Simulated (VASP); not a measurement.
# NbWS5 (Pmn2_1) in VASP: single point with PBE

Aim: the single point of NbWS5 with PBE.

Everything below comes from runs of VASP 6.6.1. Logs are shortened: lines on timing, memory, paths and dates and some standing lists are left out, and cuts for length are marked.

## (1) The cell of the first run

It takes space group Pmn2_1 (No. 31, orthorhombic). The conventional cell has a = 3.280 Å, b = 18.167 Å, c = 5.323 Å, α = 90.00°, β = 90.00°, γ = 90.00°. Nb (site symmetry m) has 8 S at 2.51 to 2.79 Å and 2 Nb at 3.28 Å within 3.3 Å. Within 3.3 Å of W (site symmetry m) lie 6 S at 2.39 to 2.43 Å and 6 W at 3.13 to 3.28 Å. Within 3.3 Å of S (site symmetry m) lie 3 W at 2.39 to 2.43 Å and 7 S at 3.13 to 3.28 Å. Within 3.3 Å of S (site symmetry m) lie 3 W at 2.39 to 2.43 Å and 7 S at 3.13 to 3.28 Å. Within 2.7 Å of S (site symmetry m) lie 1 S at 2.07 Å and 2 Nb at 2.53 Å. Within 2.7 Å of S (site symmetry m) lie 1 S at 2.07 Å and 2 Nb at 2.53 Å. Within 3.4 Å of S (site symmetry m) lie 4 Nb at 2.51 to 2.79 Å and 10 S at 3.28 to 3.36 Å.

## (2) Single point, PBE (22.65 Å³/atom)

INCAR reads:

```
ALGO = Fast
EDIFF = 1E-6
ENCUT = 520
GGA = PE
ISIF = 2
ISMEAR = 0
LASPH = T
LCHARG = F
LREAL = F
LWAVE = F
NBANDS = 70
NELM = 60
PREC = Accurate
SIGMA = 0.1
```

KPOINTS reads:

```
k-points
0
Gamma
  10 2 6
```

POSCAR reads:

```
NbWS5
1.0
    3.2797906313      0.0000000000      0.0000000000
    0.0000000000     18.1670569502      0.0000000000
    0.0000000000      0.0000000000      5.3227411462
Nb W S
2 2 10
Direct
    0.5000000000      0.9250572095      0.2337757335
    0.0000000000      0.0749427905      0.7337757335
    0.5000000000      0.5000026522      0.5218350634
    0.0000000000      0.4999973478      0.0218350634
    0.5000000000      0.4133343825      0.1842414592
    0.5000000000      0.5866635174      0.1842336915
    0.0000000000      0.4133364826      0.6842336915
    0.0000000000      0.5866656175      0.6842414592
    0.0000000000      0.8357435695      0.0395572149
    0.0000000000      0.8357523648      0.4280205402
    0.0000000000      0.0297587940      0.2337774057
    0.5000000000      0.1642476352      0.9280205402
    0.5000000000      0.1642564305      0.5395572149
    0.5000000000      0.9702412060      0.7337774057
```

Potentials or basis: VASP PAW PBE potentials, release 64 (Nb_sv, W_sv, S).

Command:

```console
cat potpaw_PBE.64/Nb_sv/POTCAR potpaw_PBE.64/W_sv/POTCAR potpaw_PBE.64/S/POTCAR > POTCAR
mpirun -np 1 vasp_std > vasp.out
```

OUTCAR:

```text
EDIFF = 1E-6
   ENCUT = 520
   GGA = PE
   ISIF = 2
   ISMEAR = 0
   LASPH = T
   LREAL = F
   NELM = 60
   PREC = Accurate

 ion  position               nearest neighbor table
   1  0.500  0.925  0.234-  11 2.51  11 2.51  10 2.53  10 2.53   9 2.53   9 2.53  14 2.79  14 2.79

   2  0.000  0.075  0.734-  14 2.51  14 2.51  12 2.53  12 2.53  13 2.53  13 2.53  11 2.79  11 2.79

   3  0.500  0.500  0.522-   6 2.39   5 2.39   8 2.43   8 2.43   7 2.43   7 2.43   4 3.13   4 3.13
                             4 3.13   4 3.13
   4  0.000  0.500  0.022-   7 2.39   8 2.39   5 2.43   5 2.43   6 2.43   6 2.43   3 3.13   3 3.13
                             3 3.13   3 3.13
   5  0.500  0.413  0.184-   3 2.39   4 2.43   4 2.43
   6  0.500  0.587  0.184-   3 2.39   4 2.43   4 2.43
   7  0.000  0.413  0.684-   4 2.39   3 2.43   3 2.43
   8  0.000  0.587  0.684-   4 2.39   3 2.43   3 2.43
   9  0.000  0.836  0.040-  10 2.07   1 2.53   1 2.53
  10  0.000  0.836  0.428-   9 2.07   1 2.53   1 2.53
  11  0.000  0.030  0.234-   1 2.51   1 2.51   2 2.79   2 2.79
  12  0.500  0.164  0.928-  13 2.07   2 2.53   2 2.53
  13  0.500  0.164  0.540-  12 2.07   2 2.53   2 2.53
  14  0.500  0.970  0.734-   2 2.51   2 2.51   1 2.79   1 2.79

  LATTYP: Found a simple orthorhombic cell.
 ALAT       =     3.2797906313
 B/A-ratio  =     1.6228905270
 C/A-ratio  =     5.5390904458

  Lattice vectors:

 A1 = (  -3.2797906313,   0.0000000000,   0.0000000000)
 A2 = (   0.0000000000,   0.0000000000,   5.3227411462)
 A3 = (   0.0000000000,  18.1670569502,   0.0000000000)

Analysis of symmetry for initial positions (statically):
=====================================================================
 Subroutine PRICEL returns:
 Original cell was already a primitive cell.

 Routine SETGRP: Setting up the symmetry group for a
 simple orthorhombic supercell.

 Subroutine GETGRP returns: Found  4 space group operations
 (whereof  2 operations were pure point group operations)
 out of a pool of  8 trial point group operations.

The static configuration has the point symmetry C_1h.
 The point group associated with its full space group is C_2v.

Analysis of symmetry for dynamics (positions and initial velocities):
=====================================================================
 Subroutine PRICEL returns:
 Original cell was already a primitive cell.

 Routine SETGRP: Setting up the symmetry group for a
 simple orthorhombic supercell.

 Subroutine GETGRP returns: Found  4 space group operations
 (whereof  2 operations were pure point group operations)
 out of a pool of  8 trial point group operations.

The dynamic configuration has the point symmetry C_1h.
 The point group associated with its full space group is C_2v.

 Subroutine INISYM returns: Found  4 space group operations
 (whereof  2 operations are pure point group operations),
 and found     1 'primitive' translations

----------------------------------------------------------------------------------------

                                     Primitive cell

  volume of cell :     317.1510

  direct lattice vectors                    reciprocal lattice vectors
     3.279790631  0.000000000  0.000000000     0.304897511  0.000000000  0.000000000
     0.000000000 18.167056950  0.000000000     0.000000000  0.055044689  0.000000000
     0.000000000  0.000000000  5.322741146     0.000000000  0.000000000  0.187873123

  length of vectors
     3.279790631 18.167056950  5.322741146     0.304897511  0.055044689  0.187873123

  position of ions in fractional coordinates (direct lattice)
     0.500000000  0.925057209  0.233775734
     0.000000000  0.074942791  0.733775734
     0.500000000  0.500002652  0.521835063
     0.000000000  0.499997348  0.021835063
     0.500000000  0.413334382  0.184241459
     0.500000000  0.586663517  0.184233691
     0.000000000  0.413336483  0.684233691
     0.000000000  0.586665618  0.684241459
     0.000000000  0.835743569  0.039557215
     0.000000000  0.835752365  0.428020540
     0.000000000  0.029758794  0.233777406
     0.500000000  0.164247635  0.928020540
[... 31 lines left out ...]
     0.030489751  0.000000000  0.000000000     0.100000000  0.000000000  0.000000000
     0.000000000  0.027522345  0.000000000     0.000000000  0.500000000  0.000000000
     0.000000000  0.000000000  0.031312187     0.000000000  0.000000000  0.166666667

  Length of vectors
     0.030489751  0.027522345  0.031312187

  Shift w.r.t. Gamma in fractional coordinates (k-lattice)
     0.000000000  0.000000000  0.000000000

 Subroutine IBZKPT returns following result:
 ===========================================

 Found     48 irreducible k-points:

 Following reciprocal coordinates:
            Coordinates               Weight
  0.000000  0.000000  0.000000      1.000000
  0.100000  0.000000  0.000000      2.000000
  0.200000  0.000000  0.000000      2.000000
  0.300000  0.000000  0.000000      2.000000
  0.400000  0.000000  0.000000      2.000000
  0.500000  0.000000  0.000000      1.000000
[... 16 lines left out ...]
  0.400000  0.500000  0.166667      4.000000
  0.500000  0.500000  0.166667      2.000000
 [... further k-points ...]
   k-points           NKPTS =     48   k-points in BZ     NKDIM =     48   number of bands    NBANDS=     70
   number of dos      NEDOS =    301   number of ions     NIONS =     14
   total plane-waves  NPLWV = 134400
   dimension x,y,z NGX =    24 NGY =  140 NGZ =   40
   dimension x,y,z NGXF=    48 NGYF=  280 NGZF=   80
   ions per type =               2   2  10
   NGX,Y,Z   is equivalent  to a cutoff of  12.17, 12.81, 12.49 a.u.
   NGXF,Y,Z  is equivalent  to a cutoff of  24.33, 25.62, 24.99 a.u.
 SYSTEM =  unknown system
   PREC   = accura    normal or accurate (medium, high low for compatibility)
   ISTART =      0    job   : 0-new  1-cont  2-samecut
   ICHARG =      2    charge: 1-file 2-atom 10-const
   ISPIN  =      1    spin polarized calculation?
   LNONCOLLINEAR =      F non collinear calculations
   LSORBIT =      F    spin-orbit coupling
   LASPH  =      T    aspherical Exc in radial PAW
   ENCUT  =  520.0 eV  38.22 Ry    6.18 a.u.   6.10 33.78  9.90*2*pi/ulx,y,z
   NELM   =     60;   NELMIN=  2; NELMDL= -5     # of ELM steps
   EDIFF  = 0.1E-05   stopping-criterion for ELM
   LREAL  =      F    real-space projection
   EDIFFG = 0.1E-04   stopping-criterion for IOM
   NSW    =      0    number of steps for IOM
   IBRION =     -1    ionic relax: 0-MD 1-quasi-New 2-CG
   NFREE  =      0    steps in history (QN), initial steepest desc. (CG)
   ISIF   =      2    stress and relaxation
   ISYM   =      2    0-nonsym 1-usesym 2-fastsym
   POTIM  = 0.5000    time-step for ionic-motion
   TEBEG  =    0.0;   TEEND  =   0.0 temperature during run
   PSTRESS=    0.0 pullay stress
   NELECT =     114.0000    total number of electrons
   NUPDOWN=      -1.0000    fix difference up-down
   EMIN   =  10.00;   EMAX   =-10.00  energy-range for DOS
   EFERMI =   0.00;   METHOD = LEGACY
   ISMEAR =     0;   SIGMA  =   0.10  broadening in eV -4-tet -1-fermi 0-gaus
   EFERMI_NEDOS =   21; number of points for ismear=-14 and -15
   IALGO  =     68    algorithm
   IMIX   =      4    mixing-type and parameters
     AMIX     =   0.40;   BMIX     =  1.00
     AMIX_MAG =   1.60;   BMIX_MAG =  1.00
  volume/ion in A,a.u.               =      22.65       152.87
  Fermi-wavevector in a.u.,A,eV,Ry     =   1.164004  2.199648 18.434603  1.354905
  Thomas-Fermi vector in A             =   2.300547
   LORBIT       =      0    0 simple, 1 ext, 2 COOP (PROOUT), +10 PAW based schemes
   GGA     = PE    functional components
   LHFCALC =     F    Hartree Fock is set to
   AEXX    =    0.0000 exact exchange contribution
   IVDW    =     0    specifies the selected vdW correction
   LEPSILON=     F    determine dielectric tensor
   LRPA    =     F    only Hartree local field effects (RPA)
 non-spin polarized calculation
 RMM-DIIS sequential band-by-band and
 Gauss-broadening in eV      SIGMA  =   0.10
  energy-cutoff  :      520.00
  volume of cell :      317.15
 maximum number of plane-waves:      8592
   NGX = 13   NGY = 67   NGZ = 19

 number of electron     113.9999996 magnetization

 Free energy of the ion-electron system (eV)
  ---------------------------------------------------
  ext. energy  EPLUGINS =         0.00000000
  ---------------------------------------------------
  free energy    TOTEN  =       -98.37350248 eV

  energy without entropy =      -98.35845190  energy(sigma->0) =      -98.36597719

 E-fermi :   5.6780     XC(G=0):  -9.1924

 val. band max:        5.6344828450   @ k =   0.2000   0.5000   0.3333
 cond. band min:       5.6941772248   @ k =   0.1000   0.0000   0.5000
 fundamental gap:      0.0596943798
 Fermi energy:         5.6779933166

 k-point     1 :       0.0000    0.0000    0.0000
  band No.  band energies     occupation
      1     -69.7323      2.00000
      2     -69.7110      2.00000
      3     -50.6110      2.00000
      4     -50.6093      2.00000
      5     -34.1372      2.00000
      6     -33.9752      2.00000
[... 1717 lines left out ...]
     68       8.0087      0.00000
     69       8.0413      0.00000

 [... further k-points ...]

 [bands above 69 left out]

------------------------ aborting loop because EDIFF is reached ----------------------------------------

  FORCE on cell =-STRESS in cart. coord.  units (eV):
  Direction    XX          YY          ZZ          XY          YZ          ZX
  --------------------------------------------------------------------------------------
  -------------------------------------------------------------------------------------
  Total       -0.3735970     -0.3580589     -0.7984701      0.0000000      0.0000000      0.0000000
  in kB       -1.8873306     -1.8088354     -4.0336961      0.0000000      0.0000000      0.0000000
  external PRESSURE =      -2.5766207 kB  Pullay stress =       0.0000000 kB

 VOLUME and BASIS-vectors are now :
 -----------------------------------------------------------------------------
  energy-cutoff  :      520.00
  volume of cell :      317.15
      direct lattice vectors                 reciprocal lattice vectors
     3.279790631  0.000000000  0.000000000     0.304897511  0.000000000  0.000000000
     0.000000000 18.167056950  0.000000000     0.000000000  0.055044689  0.000000000
     0.000000000  0.000000000  5.322741146     0.000000000  0.000000000  0.187873123

 POSITION                                       TOTAL-FORCE (eV/Angst)
 -----------------------------------------------------------------------------------
      1.63990     16.80557      1.24433         0.000000     -0.016839     -0.000116
      0.00000      1.36149      3.90570         0.000000      0.016839     -0.000116
      1.63990      9.08358      2.77759         0.000000      0.000125      0.000186
      0.00000      9.08348      0.11622         0.000000     -0.000125      0.000186
      1.63990      7.50907      0.98067         0.000000     -0.002705     -0.000058
      1.63990     10.65795      0.98063         0.000000      0.002793     -0.000065
      0.00000      7.50911      3.64200         0.000000     -0.002793     -0.000065
      0.00000     10.65799      3.64204         0.000000      0.002705     -0.000058
      0.00000     15.18300      0.21055         0.000000      0.017763      0.142179
      0.00000     15.18316      2.27824         0.000000      0.017606     -0.142075
      0.00000      0.54063      1.24434         0.000000     -0.017533     -0.000051
      1.63990      2.98390      4.93961         0.000000     -0.017606     -0.142075
      1.63990      2.98406      2.87192         0.000000     -0.017763      0.142179
      1.63990     17.62643      3.90571         0.000000      0.017533     -0.000051
 -----------------------------------------------------------------------------------
    total drift:                                0.000000     -0.000000     -0.000137

  FREE ENERGIE OF THE ION-ELECTRON SYSTEM (eV)
  ---------------------------------------------------
  free  energy   TOTEN  =       -98.3735024820 eV

  energy  without entropy=      -98.3584519014  energy(sigma->0) =      -98.36597719
```

It took 76 min on 1 thread of Oxide Virtual Turin-like, shared host; peak memory 0.9 GiB.

What came out:

- Free energy: -98.3735 eV
- Pressure: -0.3 GPa
- Largest force: 0.143 eV/Å
- Band gap on the k mesh: zero (bands 57 and 58 overlap by 1.81 eV)

Forces on the atoms (eV/Å):
```
Nb   0.000 -0.017  0.000
Nb   0.000  0.017  0.000
W    0.000  0.000  0.000
W    0.000  0.000  0.000
S    0.000 -0.003  0.000
S    0.000  0.003  0.000
S    0.000 -0.003  0.000
S    0.000  0.003  0.000
S    0.000  0.018  0.142
S    0.000  0.018 -0.142
S    0.000 -0.018  0.000
S    0.000 -0.018 -0.142
S    0.000 -0.018  0.142
S    0.000  0.018  0.000
```

Stress tensor (GPa, compression positive):
```
-0.19  0.00  0.00
 0.00 -0.18  0.00
 0.00  0.00 -0.40
```

Caveat: spin-orbit coupling is left out, which moves the levels of the heavy elements; this functional lacks dispersion, which binds layers or chains, so the pressure and a relaxed spacing across them are unreliable.

The gap in the log of VASP goes by the Fermi energy; the results here count the filled bands.